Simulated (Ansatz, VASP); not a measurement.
# MgSnO4 in VASP and in Ansatz

```xyz
6
Lattice="3.6234 0.0000 0.0000 -1.8117 3.1380 0.0000 0.0000 0.0000 6.0035" Properties=species:S:1:pos:R:3 pbc="T T T"
Mg    0.0000    0.0000    3.0018
Sn    0.0000    0.0000    0.0000
O     1.8117    1.0460    1.5823
O     0.0000    2.0920    4.4212
O     0.0000    2.0920    1.5823
O     1.8117    1.0460    4.4212
```

Change from the starting cell: species swapped into the MgAlB4 type (P6/mmm, No. 191).

Alike in both runs: functional PBE; k mesh 6 × 6 × 4; occupations gaussian, width 0.1 eV; no spin polarisation.

Ansatz relaxed the structure, and its values are those at the end. VASP's run is a single point on that final structure, the one shown.

|  | VASP | Ansatz |
| --- | --- | --- |
| version | VASP 6.6.1 | Ansatz 0.2.0 |
| potentials or method | VASP PAW PBE potentials, release 64 (Mg, Sn_d, O), cutoff 520 eV | scalar-relativistic, plane waves, PAW |
| valence electrons in the cell | 40 | 48 |

```tsv
	VASP	Ansatz	Ansatz less VASP
gap on the k mesh at the Fermi level (eV)	none	none	-
pressure (GPa)	-0.3	0.0	+0.30
rms of the force components (eV/Å)	0.004	0.003	-0.0006
```

A gap of «none» marks a metal or a gap that the smearing closes. The functional is the same, so the differences come from potentials, cutoffs and numerics. VASP's potentials hold 40 valence electrons a cell and Ansatz's 48, so a difference there can come from the potentials and not from the codes.
